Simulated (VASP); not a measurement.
Wanted: the native input for a VASP 6.6.1 run.

```
Task                   : single point
Functional             : PBE
Potentials or basis    : VASP PAW PBE potentials, release 64 (Tl_d)
Cutoff                 : 520 eV
k mesh                 : 7 × 7 × 10
Occupations            : fermi-dirac, width 0.1 eV
Spin                   : no spin polarisation
Dipole correction      : no
Further INCAR settings : ALGO = Normal; EDIFF = 1e-06; NBANDS = 26
```

The structure of Tl lies in POSCAR:

```
Tl
1.0
    5.0148706047      0.0000000000      0.0000000000
   -2.5074353024      4.3430053404      0.0000000000
    0.0000000000      0.0000000000      3.0567321145
Tl
3
Direct
    0.0000000000      0.0000000000      0.0000000000
    0.3333333333      0.6666666667      0.5000000000
    0.6666666667      0.3333333333      0.5000000000
```

This isn't the form of Tl at room conditions, which is hcp.

The input as run:

INCAR

```
SYSTEM = Tl
PREC     = Accurate       ! precision mode
ENCUT    = 520            ! plane-wave cutoff, eV
EDIFF    = 1E-6           ! SCF threshold, eV
ISMEAR   = -1             ! smearing method
SIGMA    = 0.1            ! smearing width, eV
LREAL    = .False.        ! projectors in reciprocal space
LASPH    = .True.         ! aspherical terms in the spheres
NELM     = 80             ! most SCF steps
ALGO     = Normal         ! electronic algorithm
ISIF     = 2              ! what is computed and relaxed
LWAVE    = .False.        ! write WAVECAR
LCHARG   = .True.         ! write CHGCAR
GGA      = PE             ! functional
LELF     = .True.         ! ELF
LVHAR    = .True.       
NBANDS   = 26             ! bands
```

KPOINTS

```
regular mesh
0
Gamma
  7 7 10
  0 0 0
```

Potentials or basis: VASP PAW PBE potentials, release 64 (Tl_d).

Command:

```console
$ cat potpaw_PBE.64/Tl_d/POTCAR > POTCAR
$ mpirun -np 1 vasp_std > vasp.out
```

Results of the run:

```
Pressure               : 24.2 GPa
Band gap on the k mesh : zero (an odd number of electrons rules out a gap without spin polarisation)
```

Caveat: the cell stands under pressure; spin-orbit coupling is left out, which moves the levels of the heavy elements.

It took 42 s on 1 thread of AMD EPYC 9R45 96-Core Processor (Zen 5), on a shared host, peak memory 0.18 GiB.
